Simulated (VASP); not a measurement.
# HfC (Pm-3m) in VASP: settings compared, part 2 of 2

VASP 6.6.1. The steps go on from the part before.

## (4) Single point, PBE, collinear spin, ferromagnetic start

Input file INCAR:

```
  ALGO = Normal
  EDIFF = 1E-6
  ENCUT = 520
  GGA = PE
  ISIF = 2
  ISMEAR = 0
  ISPIN = 2
  LASPH = T
  LCHARG = F
  LMAXMIX = 4
  LORBIT = 11
  LREAL = F
  LWAVE = F
  MAGMOM = 0.2 0.2
  NBANDS = 18
  NELM = 150
  PREC = Accurate
  SIGMA = 0.05
```

Input file KPOINTS:

```
k-points
0
Gamma
  12 12 12
```

Input file POSCAR:

```
HfC
1.0
    2.9008889300      0.0000000000      0.0000000000
    0.0000000000      2.9008889300      0.0000000000
    0.0000000000      0.0000000000      2.9008889300
Hf C
1 1
Direct
    0.0000000000      0.0000000000      0.0000000000
    0.5000000000      0.5000000000      0.5000000000
```

Potentials or basis: VASP PAW PBE potentials, release 64 (Hf_pv, C).

Started as:

```bash
$ cat potpaw_PBE.64/Hf_pv/POTCAR potpaw_PBE.64/C/POTCAR > POTCAR
$ mpirun -np 1 vasp_std > vasp.out
```

OUTCAR:

```text
EDIFF = 1E-6
   ENCUT = 520
   GGA = PE
   ISIF = 2
   ISMEAR = 0
   ISPIN = 2
   LASPH = T
   LORBIT = 11
   LREAL = F
   NELM = 150
   PREC = Accurate

 ion  position               nearest neighbor table
   1  0.000  0.000  0.000-   2 2.51   2 2.51   2 2.51   2 2.51   2 2.51   2 2.51   2 2.51   2 2.51

   2  0.500  0.500  0.500-   1 2.51   1 2.51   1 2.51   1 2.51   1 2.51   1 2.51   1 2.51   1 2.51

  LATTYP: Found a simple cubic cell.
 ALAT       =     2.9008889300

  Lattice vectors:

 A1 = (   2.9008889300,   0.0000000000,   0.0000000000)
 A2 = (   0.0000000000,   2.9008889300,   0.0000000000)
 A3 = (   0.0000000000,   0.0000000000,   2.9008889300)

Analysis of symmetry for initial positions (statically):
=====================================================================
 Subroutine PRICEL returns:
 Original cell was already a primitive cell.

 Routine SETGRP: Setting up the symmetry group for a
 simple cubic supercell.

 Subroutine GETGRP returns: Found 48 space group operations
[... 696 lines left out ...]

 spin component 2

 k-point     1 :       0.0000    0.0000    0.0000
  band No.  band energies     occupation
      1     -23.4230      1.00000
      2     -23.4230      1.00000
      3     -23.4230      1.00000
      4      -6.1586      1.00000
      5       4.6790      1.00000
      6       4.6790      1.00000
[... 493 lines left out ...]
     17      23.9675      0.00000
     18      27.5787      0.00000

 [... further k-points ...]
[... 5 lines left out ...]
  --------------------------------------------------------------------------------------
  -------------------------------------------------------------------------------------
  Total       -0.2062661     -0.2062661     -0.2062661     -0.0000000      0.0000000     -0.0000000
  in kB      -13.5377092    -13.5377092    -13.5377092     -0.0000000      0.0000000     -0.0000000
  external PRESSURE =     -13.5377092 kB  Pullay stress =       0.0000000 kB

 VOLUME and BASIS-vectors are now :
 -----------------------------------------------------------------------------
  energy-cutoff  :      520.00
  volume of cell :       24.41
      direct lattice vectors                 reciprocal lattice vectors
     2.900888930  0.000000000  0.000000000     0.344721919  0.000000000  0.000000000
     0.000000000  2.900888930  0.000000000     0.000000000  0.344721919  0.000000000
     0.000000000  0.000000000  2.900888930     0.000000000  0.000000000  0.344721919

 POSITION                                       TOTAL-FORCE (eV/Angst)
 -----------------------------------------------------------------------------------
      0.00000      0.00000      0.00000         0.000000      0.000000      0.000000
      1.45044      1.45044      1.45044         0.000000      0.000000      0.000000
 -----------------------------------------------------------------------------------
    total drift:                                0.000000      0.000000     -0.000000

  FREE ENERGIE OF THE ION-ELECTRON SYSTEM (eV)
  ---------------------------------------------------
  free  energy   TOTEN  =       -18.3393995397 eV

  energy  without entropy=      -18.3352015652  energy(sigma->0) =      -18.33730055

 total charge

# of ion       s       p       d       tot
------------------------------------------
    1        0.334   6.477   1.709   8.519
    2        0.878   1.412   0.000   2.290
--------------------------------------------------
tot          1.212   7.889   1.709  10.809

 magnetization (x)

# of ion       s       p       d       tot
------------------------------------------
    1       -0.000  -0.000  -0.001  -0.001
    2       -0.000  -0.000   0.000  -0.000
--------------------------------------------------
tot         -0.000  -0.000  -0.001  -0.001
```

Run time: 31 s. Hardware: 1 thread of Intel Xeon 6975P-C (Granite Rapids), shared host; peak memory 0.19 GiB.

Results:

```yaml
Free_energy: -18.3394 eV
Pressure: -1.4 GPa
Band_gap_on_the_k_mesh: zero (filled and empty bands overlap)
Net_moment: 0.00 μB per cell
Valence_electrons_inside_the_program's_atomic_spheres: Hf 8.52; C 2.29
```

Caveat: spin-orbit coupling is left out, which moves the levels of the heavy elements.

## (5) The runs side by side

| level | spin | k mesh | gap on the mesh (eV) | pressure (GPa) |
| --- | --- | --- | --- | --- |
| PBE | off | 18 × 18 × 18 | none | -1.3 |
| PBE+D3(BJ) | off | 18 × 18 × 18 | none | -6.3 |
| PBE | collinear, ferromagnetic start | 12 × 12 × 12 | none | -1.4 |

Alike in all rows: task single point; potentials or basis VASP PAW PBE potentials, release 64 (Hf_pv, C); cell as given; cutoff (eV) 520; smearing gaussian 0.05 eV.

Every run on the cell as given and a fine mesh finds a metal. The pressure there spans -6.3 GPa (PBE+D3(BJ)) to -1.3 GPa (PBE); a positive pressure means that this level wants a larger cell, a negative one a smaller.

Caveats: spin-orbit coupling is left out, which moves the levels of the heavy elements; pairwise dispersion overbinds metals, which lowers pressure and volume (some runs).

Total energies depend on the potentials used, so only differences within one code and one set of settings carry meaning.
